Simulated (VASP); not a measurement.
Set up this calculation in VASP 6.6.1, as the native input.

| Quantity | Value |
| --- | --- |
| Task | single point |
| Functional | LDA |
| Potentials or basis | VASP PAW LDA potentials, release 64 (Rb_sv, Ge_d) |
| Cutoff | 500 eV |
| k mesh | 5 × 5 × 5 |
| Occupations | fermi-dirac, width 0.1 eV |
| Spin | no spin polarisation |
| Dipole correction | no |
| Further INCAR settings | ALGO = Normal; EDIFF = 1e-06; NBANDS = 18 |

The structure of RbGe lies in POSCAR:

```
RbGe
1.0
    3.9580785900      0.0000000000      0.0000000000
    0.0000000000      3.9580785900      0.0000000000
    0.0000000000      0.0000000000      3.9580785900
Rb Ge
1 1
Direct
    0.0000000000      0.0000000000      0.0000000000
    0.5000000000      0.5000000000      0.5000000000
```

One way to write it, as run:

INCAR

```
SYSTEM = RbGe
PREC = Accurate
ENCUT = 500
EDIFF = 1E-6
ISMEAR = -1
SIGMA = 0.1
LREAL = .FALSE.
LASPH = .TRUE.
NELM = 120
ALGO = Normal
ISIF = 2
LWAVE = .FALSE.
LCHARG = .TRUE.
GGA = CA
LELF = .TRUE.
LVHAR = .TRUE.
NBANDS = 18
GGA_COMPAT = .FALSE.
```

KPOINTS

```
regular mesh
0
G
  5 5 5
  0 0 0
```

Potentials or basis: VASP PAW LDA potentials, release 64 (Rb_sv, Ge_d).

Run with:

```sh
$ cat potpaw_LDA.64/Rb_sv/POTCAR potpaw_LDA.64/Ge_d/POTCAR > POTCAR
$ mpirun -np 1 vasp_std > vasp.out
```

It gave:

```
Pressure               : 0.0 GPa
Band gap on the k mesh : zero (an odd number of electrons rules out a gap without spin polarisation)
```

Caveat: an odd number of electrons without spin polarisation forces a metal; a magnetic or distorted state may lie lower.

Wall time 29 s on 1 thread of Intel Xeon 8259CL (shared host), peak memory 0.14 GiB.
